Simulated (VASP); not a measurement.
# HfO2 (Fm-3m) in VASP: further runs

Runs on HfO2. Level: PBEsol. Tasks: relaxation of cell and atoms.

All numbers are computed with VASP 6.6.1; they aren't measurements. Logs are shortened: lines on timing, memory, paths and dates and some standing lists are left out, and cuts for length are marked.

**1. The cell of the first run**

The structure is cubic, space group Fm-3m (No. 225). Conventional cell: a = 5.115 Å, b = 5.115 Å, c = 5.115 Å, α = 90.00°, β = 90.00°, γ = 90.00°. Within 2.9 Å of Hf (site symmetry m-3m) lie 8 O at 2.21 Å. Within 2.9 Å of O (site symmetry -43m) lie 4 Hf at 2.21 Å and 6 O at 2.56 Å.

**2. Relaxation of cell and atoms, PBEsol, target pressure -2 GPa, at which the enthalpy is minimised**

INCAR

```
PREC = Accurate ; ENCUT = 600
EDIFF = 1E-6 ; ISMEAR = 0
SIGMA = 0.01 ; LREAL = F
LASPH = T ; NELM = 80
ALGO = Normal ; ISIF = 3
LWAVE = F ; LCHARG = F
GGA = PS ; IBRION = 2
NSW = 80 ; EDIFFG = -0.1
PSTRESS = -20.0
```

KPOINTS

```
regular mesh
0
Gamma
  4 4 4
```

POSCAR

```
HfO2
1.0
    3.6168510000      0.0000000000      0.0000000000
    1.8084255000      3.1322848477      0.0000000000
    1.8084255000      1.0440949492      2.9531464752
Hf O
1 2
Direct
    0.0000000000      0.0000000000      0.0000000000
    0.2500000000      0.2500000000      0.2500000000
    0.7500000000      0.7500000000      0.7500000000
```

Potentials or basis: VASP PAW PBE potentials, release 64 (Hf_pv, O).

On the command line:

```
$ cat potpaw_PBE.64/Hf_pv/POTCAR potpaw_PBE.64/O/POTCAR > POTCAR
$ mpirun -np 1 vasp_std > vasp.out
```

OUTCAR:

```text
PREC = Accurate
   ENCUT = 600
   EDIFF = 1E-6
   ISMEAR = 0
   LREAL = F
   LASPH = T
   NELM = 80
   ISIF = 3
   GGA = PS
   IBRION = 2
   NSW = 80
   EDIFFG = -0.1
   PSTRESS = -20.0

 ion  position               nearest neighbor table
   1  0.000  0.000  0.000-   3 2.21   2 2.21   3 2.21   2 2.21   2 2.21   3 2.21   2 2.21   3 2.21

   2  0.250  0.250  0.250-   1 2.21   1 2.21   1 2.21   1 2.21
   3  0.750  0.750  0.750-   1 2.21   1 2.21   1 2.21   1 2.21

  LATTYP: Found a face centered cubic cell.
 ALAT       =     5.1149997373

  Lattice vectors:

 A1 = (   3.6168510000,   0.0000000000,   0.0000000000)
 A2 = (   1.8084255000,   3.1322848477,   0.0000000000)
 A3 = (   1.8084255000,   1.0440949492,   2.9531464752)

Analysis of symmetry for initial positions (statically):
=====================================================================
 Subroutine PRICEL returns:
 Original cell was already a primitive cell.

 Routine SETGRP: Setting up the symmetry group for a
 face centered cubic supercell.

 Subroutine GETGRP returns: Found 48 space group operations
 (whereof 48 operations were pure point group operations)
 out of a pool of 48 trial point group operations.

The static configuration has the point symmetry O_h .

Analysis of symmetry for dynamics (positions and initial velocities):
=====================================================================
 Subroutine PRICEL returns:
 Original cell was already a primitive cell.

 Routine SETGRP: Setting up the symmetry group for a
 face centered cubic supercell.

 Subroutine GETGRP returns: Found 48 space group operations
 (whereof 48 operations were pure point group operations)
 out of a pool of 48 trial point group operations.

The dynamic configuration has the point symmetry O_h .

 Subroutine INISYM returns: Found 48 space group operations
 (whereof 48 operations are pure point group operations),
 and found     1 'primitive' translations

----------------------------------------------------------------------------------------

                                     Primitive cell

  volume of cell :      33.4562

  direct lattice vectors                    reciprocal lattice vectors
     3.616851000  0.000000000  0.000000000     0.276483604 -0.159627883 -0.112873959
     1.808425500  3.132284848  0.000000000     0.000000000  0.319255767 -0.112873959
     1.808425500  1.044094949  2.953146475     0.000000000  0.000000000  0.338621876

  length of vectors
     3.616851000  3.616851000  3.616851000     0.338621876  0.338621876  0.338621876

  position of ions in fractional coordinates (direct lattice)
     0.000000000  0.000000000  0.000000000
     0.250000000  0.250000000  0.250000000
     0.750000000  0.750000000  0.750000000

  ion indices of the primitive-cell ions
   primitive index   ion index
                 1           1
                 2           2
                 3           3

----------------------------------------------------------------------------------------

 KPOINTS: regular mesh

Automatic generation of k-mesh.
 Grid dimensions read from file:
 generate k-points for:    4    4    4

 Generating k-lattice:

  Cartesian coordinates                     Fractional coordinates (reciprocal lattice)
     0.069120901 -0.039906971 -0.028218490     0.250000000  0.000000000 -0.000000000
     0.000000000  0.079813942 -0.028218490     0.000000000  0.250000000  0.000000000
     0.000000000  0.000000000  0.084655469     0.000000000  0.000000000  0.250000000

  Length of vectors
     0.084655469  0.084655469  0.084655469

  Shift w.r.t. Gamma in fractional coordinates (k-lattice)
     0.000000000  0.000000000  0.000000000

 Subroutine IBZKPT returns following result:
 ===========================================

 Found      8 irreducible k-points:

 Following reciprocal coordinates:
            Coordinates               Weight
  0.000000  0.000000  0.000000      1.000000
  0.250000  0.000000  0.000000      8.000000
  0.500000  0.000000  0.000000      4.000000
  0.250000  0.250000  0.000000      6.000000
  0.500000  0.250000  0.000000     24.000000
 -0.250000  0.250000 -0.000000     12.000000
  0.500000  0.500000  0.000000      3.000000
 -0.250000  0.500000  0.250000      6.000000
   k-points           NKPTS =      8   k-points in BZ     NKDIM =      8   number of bands    NBANDS=     15
   number of dos      NEDOS =    301   number of ions     NIONS =      3
   total plane-waves  NPLWV =  27000
   dimension x,y,z NGX =    30 NGY =   30 NGZ =   30
   dimension x,y,z NGXF=    60 NGYF=   60 NGZF=   60
   ions per type =               1   2
   NGX,Y,Z   is equivalent  to a cutoff of  13.79, 13.79, 13.79 a.u.
   NGXF,Y,Z  is equivalent  to a cutoff of  27.58, 27.58, 27.58 a.u.
 SYSTEM =  unknown system
   PREC   = accura    normal or accurate (medium, high low for compatibility)
   ISTART =      0    job   : 0-new  1-cont  2-samecut
   ICHARG =      2    charge: 1-file 2-atom 10-const
   ISPIN  =      1    spin polarized calculation?
   LNONCOLLINEAR =      F non collinear calculations
   LSORBIT =      F    spin-orbit coupling
   LASPH  =      T    aspherical Exc in radial PAW
   ENCUT  =  600.0 eV  44.10 Ry    6.64 a.u.   7.22  7.22  7.22*2*pi/ulx,y,z
   NELM   =     80;   NELMIN=  2; NELMDL= -5     # of ELM steps
   EDIFF  = 0.1E-05   stopping-criterion for ELM
   LREAL  =      F    real-space projection
   EDIFFG = -.1E+00   stopping-criterion for IOM
   NSW    =     80    number of steps for IOM
   IBRION =      2    ionic relax: 0-MD 1-quasi-New 2-CG
   NFREE  =      1    steps in history (QN), initial steepest desc. (CG)
   ISIF   =      3    stress and relaxation
   ISYM   =      2    0-nonsym 1-usesym 2-fastsym
   POTIM  = 0.5000    time-step for ionic-motion
   TEBEG  =    0.0;   TEEND  =   0.0 temperature during run
   PSTRESS=  -20.0 pullay stress
   NELECT =      22.0000    total number of electrons
   NUPDOWN=      -1.0000    fix difference up-down
   EMIN   =  10.00;   EMAX   =-10.00  energy-range for DOS
   EFERMI =   0.00;   METHOD = LEGACY
   ISMEAR =     0;   SIGMA  =   0.01  broadening in eV -4-tet -1-fermi 0-gaus
   EFERMI_NEDOS =   21; number of points for ismear=-14 and -15
   IALGO  =     38    algorithm
   IMIX   =      4    mixing-type and parameters
     AMIX     =   0.40;   BMIX     =  1.00
     AMIX_MAG =   1.60;   BMIX_MAG =  1.00
  volume/ion in A,a.u.               =      11.15        75.26
  Fermi-wavevector in a.u.,A,eV,Ry     =   1.423607  2.690227 27.574340  2.026657
  Thomas-Fermi vector in A             =   2.544187
   LORBIT       =      0    0 simple, 1 ext, 2 COOP (PROOUT), +10 PAW based schemes
   GGA     = PS    functional components
   LHFCALC =     F    Hartree Fock is set to
   AEXX    =    0.0000 exact exchange contribution
   IVDW    =     0    specifies the selected vdW correction
   LEPSILON=     F    determine dielectric tensor
   LRPA    =     F    only Hartree local field effects (RPA)
 conjugate gradient relaxation of ions
 non-spin polarized calculation
 Gauss-broadening in eV      SIGMA  =   0.01
  energy-cutoff  :      600.00
  volume of cell :       33.46
 maximum number of plane-waves:      1139
 NGX is ok and might be reduce to    30
   NGX = 15   NGY = 15   NGZ = 15

--------------------------------------- Ionic step        1  -------------------------------------------

 number of electron      21.9999993 magnetization

 Free energy of the ion-electron system (eV)
  ---------------------------------------------------
  ext. energy  EPLUGINS =         0.00000000
  ---------------------------------------------------
  free energy    TOTEN  =       -31.56216239 eV

  energy without entropy =      -31.56216239  energy(sigma->0) =      -31.56216239

------------------------ aborting loop because EDIFF is reached ----------------------------------------

  FORCE on cell =-STRESS in cart. coord.  units (eV):
  Direction    XX          YY          ZZ          XY          YZ          ZX
  --------------------------------------------------------------------------------------
  -------------------------------------------------------------------------------------
  Total       -2.8702611     -2.8702611     -2.8702611     -0.0000000      0.0000000      0.0000000
  in kB     -137.4532881   -137.4532881   -137.4532881     -0.0000000      0.0000000      0.0000000
  external PRESSURE =    -117.4532881 kB  Pullay stress =     -20.0000000 kB

 VOLUME and BASIS-vectors are now :
 -----------------------------------------------------------------------------
  energy-cutoff  :      600.00
  volume of cell :       33.46
      direct lattice vectors                 reciprocal lattice vectors
     3.616851000  0.000000000  0.000000000     0.276483604 -0.159627883 -0.112873959
     1.808425500  3.132284848  0.000000000     0.000000000  0.319255767 -0.112873959
     1.808425500  1.044094949  2.953146475     0.000000000  0.000000000  0.338621876
[... 48 lines left out ...]
  FREE ENERGIE OF THE ION-ELECTRON SYSTEM (eV)
  ---------------------------------------------------
  free  energy   TOTEN  =       -31.5323925725 eV

  energy  without entropy=      -31.5323925725  energy(sigma->0) =      -31.53239257

  enthalpy is  TOTEN    =       -31.9025352904 eV   P V=       -0.3701427179

--------------------------------------- Ionic step        3  -------------------------------------------

 number of electron      22.0000000 magnetization

 Free energy of the ion-electron system (eV)
  ---------------------------------------------------
  ext. energy  EPLUGINS =         0.00000000
  ---------------------------------------------------
  free energy    TOTEN  =       -31.64432587 eV

  energy without entropy =      -31.64432587  energy(sigma->0) =      -31.64432587

 E-fermi :   4.4005     XC(G=0): -12.2241

 val. band max:        4.3215714368   @ k =   0.5000   0.5000   0.0000
 cond. band min:       8.0519946173   @ k =   0.5000   0.5000   0.0000
 fundamental gap:      3.7304231804
 Fermi energy:         4.4004579502

 k-point     1 :       0.0000    0.0000    0.0000
  band No.  band energies     occupation
      1     -25.2020      2.00000
      2     -25.2020      2.00000
      3     -25.2020      2.00000
      4     -14.5069      2.00000
      5     -11.2937      2.00000
      6      -1.2185      2.00000
      7      -1.2185      2.00000
      8      -1.2185      2.00000
      9       3.6937      2.00000
     10       3.6937      2.00000
     11       3.6937      2.00000
     12       8.1538      0.00000
     13       8.1538      0.00000
     14      10.1475      0.00000
     15      15.0241      0.00000
[... 146 lines left out ...]
 POSITION                                       TOTAL-FORCE (eV/Angst)
 -----------------------------------------------------------------------------------
      0.00000      0.00000      0.00000        -0.000000      0.000000     -0.000000
      1.77923      1.02724      0.72637         0.000000      0.000000      0.000000
      5.33769      3.08172      2.17910        -0.000000     -0.000000     -0.000000
 -----------------------------------------------------------------------------------
    total drift:                                0.000000      0.000000     -0.000000

  FREE ENERGIE OF THE ION-ELECTRON SYSTEM (eV)
  ---------------------------------------------------
  free  energy   TOTEN  =       -31.6443258663 eV

  energy  without entropy=      -31.6443258663  energy(sigma->0) =      -31.64432587

  enthalpy is  TOTEN    =       -32.0420578689 eV   P V=       -0.3977320026

 reached required accuracy - stopping structural energy minimisation
```

Wall time 33 s (1 thread of Intel Xeon Platinum 8259CL at 2.50GHz (Skylake/Cascade Lake), shared host); peak memory 0.17 GiB.

What came out:

```
Free energy                                            : -31.6443 eV
Relaxed volume                                         : 10.62 Å³/atom
Relaxed cell                                           : a = 3.558 Å, b = 3.558 Å, c = 3.558 Å, α = 60.00°, β = 60.00°, γ = 60.00°
Space group after relaxing (to 0.05 Å)                 : Fm-3m (No. 225)
Energy change on relaxing (the enthalpy is what falls) : -27.4 meV/atom
Ionic steps                                            : 3
Pressure after relaxing                                : -2.2 GPa
Band gap on the k mesh                                 : 3.73 eV, direct
```

Step by step:
| step | energy change (eV) | largest force (eV/Å) | pressure (GPa) | volume (Å³) |
| --- | --- | --- | --- | --- |
| 1 | 0.0000 | 0.0000 | -13.75 | 33.46 |
| 2 | 0.0298 | 0.0000 | 19.84 | 29.65 |
| 3 | -0.0822 | 0.0000 | -2.18 | 31.86 |

Final structure:
```
CELL_PARAMETERS angstrom
3.55846 0.00000 0.00000
1.77923 3.08172 0.00000
1.77923 1.02724 2.90547
ATOMIC_POSITIONS crystal
Hf 0.00000 0.00000 0.00000
O 0.25000 0.25000 0.25000
O 0.75000 0.75000 0.75000
```

Levels at points of the mesh, in eV from the valence-band top:
```
           k point  band 7  band 8  band 9  band 10  band 11  band 12  band 13  band 14  band 15
(0.00, 0.00, 0.00)   -5.54   -5.54   -0.63    -0.63    -0.63     3.83     3.83     5.83    10.70
(0.50, 0.00, 0.00)   -4.48   -3.12   -2.83    -1.88    -1.88     4.60     4.60     7.17     8.91
(0.50, 0.50, 0.00)   -3.55   -3.55   -1.58    -1.58     0.00     3.73     5.55     6.80     8.33
```

Caveat: the k points lie up to 0.54 Å⁻¹ apart in the final cell; the cell is relaxed towards a set pressure, so the enthalpy falls and the energy may rise; the PAW data sets were made with another functional, which shifts forces and pressure a little; spin-orbit coupling is left out, which moves the levels of the heavy elements.

**3. Relaxation of cell and atoms, PBEsol**

INCAR

```
PREC = Accurate
ENCUT = 600
EDIFF = 1E-7
ISMEAR = 0
SIGMA = 0.01
LREAL = False
LASPH = True
NELM = 80
ALGO = Normal
ISIF = 3
LWAVE = False
LCHARG = False
GGA = PS
IBRION = 2
NSW = 80
EDIFFG = -0.1
```

KPOINTS is that of step 2.

POSCAR is that of step 2.

Potentials or basis: VASP PAW PBE potentials, release 64 (Hf_pv, O).

On the command line:

```
$ cat potpaw_PBE.64/Hf_pv/POTCAR potpaw_PBE.64/O/POTCAR > POTCAR
$ mpirun -np 1 vasp_std > vasp.out
```

Wall time 36 s (1 thread of Intel Xeon Platinum 8259CL at 2.50GHz (Skylake/Cascade Lake), shared host); peak memory 0.17 GiB.

It converged, with:

```yaml
Free_energy: -31.6462 eV
Relaxed_volume: 10.55 Å³/atom
Relaxed_cell: a = 3.550 Å, b = 3.550 Å, c = 3.550 Å, α = 60.00°, β = 60.00°, γ = 60.00°
Space_group_after_relaxing_to_0.05_Å: Fm-3m (No. 225)
Energy_gained_by_relaxing: 28.0 meV/atom
Ionic_steps: 3
Pressure_after_relaxing: -0.3 GPa
Band_gap_on_the_k_mesh: 3.75 eV, direct
```

Step by step:
| step | energy change (eV) | largest force (eV/Å) | pressure (GPa) | volume (Å³) |
| --- | --- | --- | --- | --- |
| 1 | 0.0000 | 0.0000 | -13.75 | 33.46 |
| 2 | 0.1213 | 0.0000 | 27.67 | 29.03 |
| 3 | -0.0840 | 0.0000 | -0.35 | 31.64 |

Final structure:
```cif
data_structure
_symmetry_space_group_name_H-M 'P 1'
_symmetry_Int_Tables_number 1
_cell_length_a 3.5501
_cell_length_b 3.5501
_cell_length_c 3.5501
_cell_angle_alpha 60.000
_cell_angle_beta 60.000
_cell_angle_gamma 60.000
_cell_volume 31.64
loop_
_atom_site_label
_atom_site_type_symbol
_atom_site_fract_x
_atom_site_fract_y
_atom_site_fract_z
_atom_site_occupancy
Hf1 Hf 0.00000 0.00000 0.00000 1
O1 O 0.25000 0.25000 0.25000 1
O2 O 0.75000 0.75000 0.75000 1
```

Levels at points of the mesh, in eV from the valence-band top:
```
           k point  band 8  band 9  band 10  band 11  band 12  band 13  band 14  band 15
(0.00, 0.00, 0.00)   -5.59   -0.63    -0.63    -0.63     3.85     3.85     5.88    10.79
(0.50, 0.00, 0.00)   -3.13   -2.84    -1.89    -1.89     4.63     4.63     7.23     8.94
(0.50, 0.50, 0.00)   -3.57   -1.60    -1.60     0.00     3.75     5.59     6.87     8.40
```

Caveat: the k points lie up to 0.54 Å⁻¹ apart in the final cell; the PAW data sets were made with another functional, which shifts forces and pressure a little; spin-orbit coupling is left out, which moves the levels of the heavy elements.

**4. Relaxation of cell and atoms, PBEsol, target pressure 2 GPa, at which the enthalpy is minimised**

INCAR

```
SYSTEM = HfO2
PREC = Accurate ; ENCUT = 600
EDIFF = 1E-6 ; ISMEAR = 0
SIGMA = 0.01 ; LREAL = .FALSE.
LASPH = .TRUE. ; NELM = 100
ALGO = Normal ; ISIF = 3
LWAVE = .FALSE. ; LCHARG = .FALSE.
GGA = PS ; IBRION = 2
NSW = 80 ; EDIFFG = -0.1
PSTRESS = 20.0
```

KPOINTS

```
Automatic mesh
0
G
  4 4 4
  0 0 0
```

POSCAR is that of step 3.

On the command line:

```
$ cat potpaw_PBE.64/Hf_pv/POTCAR potpaw_PBE.64/O/POTCAR > POTCAR
$ mpirun -np 1 vasp_std > vasp.out
```

Wall time 38 s (1 thread of Intel Xeon Platinum 8259CL at 2.50GHz (Skylake/Cascade Lake), shared host); peak memory 0.17 GiB.

The run converged. Its results:

```
Free energy                                            : -31.6454 eV
Relaxed volume                                         : 10.47 Å³/atom
Relaxed cell                                           : a = 3.542 Å, b = 3.542 Å, c = 3.542 Å, α = 60.00°, β = 60.00°, γ = 60.00°
Space group after relaxing (to 0.05 Å)                 : Fm-3m (No. 225)
Energy change on relaxing (the enthalpy is what falls) : -27.7 meV/atom
Ionic steps                                            : 3
Pressure after relaxing                                : 1.5 GPa
Band gap on the k mesh                                 : 3.77 eV, direct
```

The path:
```
step  energy change (eV)  largest force (eV/Å)  pressure (GPa)  volume (Å³)
   1              0.0000                0.0000          -13.75        33.46
   2              0.2420                0.0000           36.18        28.43
   3             -0.0832                0.0000            1.53        31.42
```

Final structure:
```
Hf O
1.0
     3.54207    0.00000    0.00000
     1.77103    3.06752    0.00000
     1.77103    1.02251    2.89209
Hf O
1 2
Cartesian
  0.0000 0.0000 0.0000
  1.7710 1.0225 0.7230
  5.3131 3.0675 2.1691
```

Levels at points of the mesh, in eV from the valence-band top:
| k point | band 7 | band 8 | band 9 | band 10 | band 11 | band 12 | band 13 | band 14 | band 15 |
| --- | --- | --- | --- | --- | --- | --- | --- | --- | --- |
| (0.00, 0.00, 0.00) | -5.63 | -5.63 | -0.63 | -0.63 | -0.63 | 3.86 | 3.86 | 5.94 | 10.88 |
| (0.50, 0.00, 0.00) | -4.56 | -3.14 | -2.86 | -1.90 | -1.90 | 4.65 | 4.65 | 7.30 | 8.96 |
| (0.50, 0.50, 0.00) | -3.58 | -3.58 | -1.61 | -1.61 | 0.00 | 3.77 | 5.62 | 6.93 | 8.46 |

Caveat: the k points lie up to 0.54 Å⁻¹ apart in the final cell; the cell is relaxed towards a set pressure, so the enthalpy falls and the energy may rise; the PAW data sets were made with another functional, which shifts forces and pressure a little; spin-orbit coupling is left out, which moves the levels of the heavy elements. As with any semilocal functional, this PBEsol gap is likely too small.

(Part 1 of 2 ends here.)
